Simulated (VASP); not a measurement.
A run of VASP 6.6.1 is set up as follows.

File INCAR:

```
  ALGO = Normal
  EDIFF = 1E-7
  EDIFFG = -0.01
  ENCUT = 600
  GGA = PE
  IBRION = 2
  ISIF = 3
  ISMEAR = 0
  ISPIN = 2
  LASPH = T
  LCHARG = F
  LMAXMIX = 4
  LORBIT = 11
  LREAL = F
  LWAVE = F
  MAGMOM = 0 0.73 0.19 0.19 0.19
  NELM = 150
  NSW = 100
  PREC = Accurate
  SIGMA = 0.1
```

KPOINTS

```
k-points
0
Gamma
  8 8 8
```

Contents of POSCAR:

```
LiReS3
1.0
    4.6397679500      0.0000000000      0.0000000000
    0.0000000000      4.6397679500      0.0000000000
    0.0000000000      0.0000000000      4.6397679500
Li Re S
1 1 3
Direct
    0.0000000000      0.0000000000      0.0000000000
    0.5000000000      0.5000000000      0.5000000000
    0.0000000000      0.5000000000      0.5000000000
    0.5000000000      0.5000000000      0.0000000000
    0.5000000000      0.0000000000      0.5000000000
```

Potentials or basis: VASP PAW PBE potentials, release 64 (Li_sv, Re, S).

Launch:

```sh
$ cat potpaw_PBE.64/Li_sv/POTCAR potpaw_PBE.64/Re/POTCAR potpaw_PBE.64/S/POTCAR > POTCAR
$ mpirun -np 1 vasp_std > vasp.out
```

**Question.** What does it give for the net moment?

**Answer.** 0.00 μB per cell.

**Question.** What does it give for the space group after relaxing (to 0.1 Å)?

**Answer.** Pm-3m (No. 221).

**Question.** Estimate the relaxed volume.

**Answer.** 20.58 Å³/atom.

Final structure:
```yaml
crystal:
  lattice:
    - [4.68572, 0.00000, 0.00000]
    - [0.00000, 4.68572, 0.00000]
    - [0.00000, 0.00000, 4.68572]
  atoms:
    - { symbol: Li, position: [0.00000, 0.00000, 0.00000] }
    - { symbol: Re, position: [0.50000, 0.50000, 0.50000] }
    - { symbol: S, position: [0.00000, 0.50000, 0.50000] }
    - { symbol: S, position: [0.50000, 0.50000, 0.00000] }
    - { symbol: S, position: [0.50000, 0.00000, 0.50000] }
```

Caveat: the cutoff is under 1.25 times the usual one of these potentials, so pressure, stress and relaxed cells hold a basis-set (Pulay) error.
